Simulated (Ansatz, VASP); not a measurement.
This is a calculation of CdGe3 for VASP 6.6.1.

File INCAR:

```
SYSTEM = CdGe3
PREC = Accurate ; ENCUT = 520
EDIFF = 1E-7 ; ISMEAR = -1
SIGMA = 0.05 ; LREAL = .False.
LASPH = .True. ; NELM = 80
ALGO = Normal ; ISIF = 2
LWAVE = .False. ; LCHARG = .False.
GGA = PE ; NBANDS = 35
```

KPOINTS

```
regular mesh
0
Gamma
  9 9 9
  0 0 0
```

The input POSCAR:

```
CdGe3
1.0
   -2.1146640000      2.1146640000      4.6567280000
    2.1146640000     -2.1146640000      4.6567280000
    2.1146640000      2.1146640000     -4.6567280000
Cd Ge
1 3
Direct
    0.0022440000      0.0142280000      0.0131010000
    0.5052820000      0.5084040000      0.0080550000
    0.2539800000      0.7566860000      0.5162680000
    0.7622540000      0.2481320000      0.5028770000
```

Potentials or basis: VASP PAW PBE potentials, release 64 (Cd, Ge_d).

Launch:

```console
$ cat potpaw_PBE.64/Cd/POTCAR potpaw_PBE.64/Ge_d/POTCAR > POTCAR
$ mpirun -np 1 vasp_std > vasp.out
```

Question: Set up the same calculation for Ansatz 0.2.0. Potentials there: Ansatz PAW.

Answer: As run (the cutoff follows the program's own potentials):

File input.yaml:

```yaml
crystal:
  lattice:
    - [-2.114664, 2.114664, 4.656728]
    - [2.114664, -2.114664, 4.656728]
    - [2.114664, 2.114664, -4.656728]
  atoms:
    - { symbol: Cd, position: [0.002244, 0.014228, 0.013101] }
    - { symbol: Ge, position: [0.505282, 0.508404, 0.008055] }
    - { symbol: Ge, position: [0.25398, 0.756686, 0.516268] }
    - { symbol: Ge, position: [0.762254, 0.248132, 0.502877] }
hamiltonian:
  xc: pbe
  pseudopotentials: { kind: paw }
kpoints:
  mp_grid: { grid: [9, 9, 9] }
scf:
  occupations: { method: fermi_dirac, width: 0.05 }
output:
  forces: true
  stress: true
  eigenvalues: true
```

Potentials or basis: Ansatz PAW.

Launch:

```console
$ ansatz run input.yaml --threads 2 --pin off --max-ram 5120MiB --backend cpu --events-out ev --progress --plain --runs-dir out
```

Both were run:

|  | VASP | Ansatz | Ansatz less VASP |
| --- | --- | --- | --- |
| gap on the k mesh at the Fermi level (eV) | none | none | - |
| pressure (GPa) | -0.5 | -0.6 | -0.15 |
| traceless stress, the component that is largest in VASP (GPa) | 0.71 | 0.72 | +0.010 |
| rms of the force components (eV/Å) | 0.039 | 0.038 | -0.0009 |

Atom by atom the forces differ by 0.001 eV/Å (rms over components). A gap of «none» marks a metal or a gap that the smearing closes. VASP's potentials hold 54 valence electrons a cell and Ansatz's 62, so a difference there can come from the potentials and not from the codes.
